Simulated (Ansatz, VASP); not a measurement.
## CuO in VASP and in Ansatz

The input INCAR:

```
SYSTEM = CuO
ALGO = Normal ; EDIFF = 1E-6
ENCUT = 520 ; GGA = PE
ISIF = 2 ; ISMEAR = -1
LASPH = .TRUE. ; LCHARG = .FALSE.
LDAU = .TRUE. ; LDAUJ = 0 0
LDAUL = 2 -1 ; LDAUPRINT = 1
LDAUTYPE = 2 ; LDAUU = 6 0
LMAXMIX = 4 ; LREAL = .FALSE.
LWAVE = .FALSE. ; NBANDS = 25
NELM = 150 ; PREC = Accurate
SIGMA = 0.05
```

KPOINTS

```
k-points
0
G
  8 8 6
  0 0 0
```

The input POSCAR:

```
CuO
1.0
    3.1754955000      0.0000000000      0.0000000000
    0.0000000000      3.1754955000      0.0000000000
    0.0000000000      0.0000000000      4.6495318700
Cu O
2 2
Direct
    0.0000000000      0.0000000000      0.0000000000
    0.5000000000      0.5000000000      0.0000000000
    0.5000000000      0.0000000000      0.2670000000
    0.0000000000      0.5000000000      0.7330000000
```

File input.yaml:

```yaml
crystal:
  lattice:
    - [3.1754955, 0.0, 0.0]
    - [0.0, 3.1754955, 0.0]
    - [0.0, 0.0, 4.64953187]
  atoms:
    - { symbol: Cu, position: [0.0, 0.0, 0.0] }
    - { symbol: Cu, position: [0.5, 0.5, 0.0] }
    - { symbol: O, position: [0.5, 0.0, 0.267] }
    - { symbol: O, position: [0.0, 0.5, 0.733] }
hamiltonian:
  xc: pbe
  pseudopotentials: { kind: paw }
  hubbard: { sites: [{ species: Cu, l: d, u_eff: 6.0 }] }
kpoints:
  mp_grid: { grid: [8, 8, 6] }
  band_path:
    path:
      - [[0.0, 0.0, 0.0], [0.0, 0.5, 0.0], [0.5, 0.5, 0.0], [0.0, 0.0, 0.0], [0.0, 0.0, 0.5], [0.0, 0.5, 0.5], [0.5, 0.5, 0.5], [0.0, 0.0, 0.5]]
      - [[0.0, 0.5, 0.0], [0.0, 0.5, 0.5]]
      - [[0.5, 0.5, 0.0], [0.5, 0.5, 0.5]]
    npoints: 14
scf:
  occupations: { method: fermi_dirac, width: 0.05 }
  n_extra_bands: 10
output:
  forces: true
  stress: true
  eigenvalues: true
  fatbands: false
  write_density: true
  write_potential: true
  elf: true
  volumetric_format: npy
```

Alike in both runs: functional PBE; k mesh 8 × 8 × 6; occupations fermi-dirac, width 0.05 eV; no spin polarisation; Hubbard terms Cu d U = 6.0 eV.

|  | VASP | Ansatz |
| --- | --- | --- |
| version | VASP 6.6.1 | Ansatz 0.2.0 |
| potentials or method | VASP PAW PBE potentials, release 64 (Cu, O) | Ansatz PAW |
| plane-wave cutoff (eV) | 520 | 420 |
| valence electrons in the cell | 34 | 50 |
| task | single point | band structure |

Ansatz gave:

| Item | Value |
| --- | --- |
| gap on the k mesh at the Fermi level (eV) | none |
| pressure (GPa) | 19.4 |
| traceless stress, the component that is largest in VASP (GPa) | -22.18 |
| rms of the force components (eV/Å) | 0.081 |

**Question.** Estimate VASP's values.

**Answer.** gap on the k mesh at the Fermi level (eV): none; pressure (GPa): 10.4; traceless stress, the component that is largest in VASP (GPa): -21.76; rms of the force components (eV/Å): 0.480.

The programs project onto different local orbitals, so the same U acts differently, and such runs can settle in different states. Atom by atom the forces differ by 0.398 eV/Å (rms over components). A gap of «none» marks a metal or a gap that the smearing closes. VASP's potentials hold 34 valence electrons a cell and Ansatz's 50, so a difference there can come from the potentials and not from the codes.
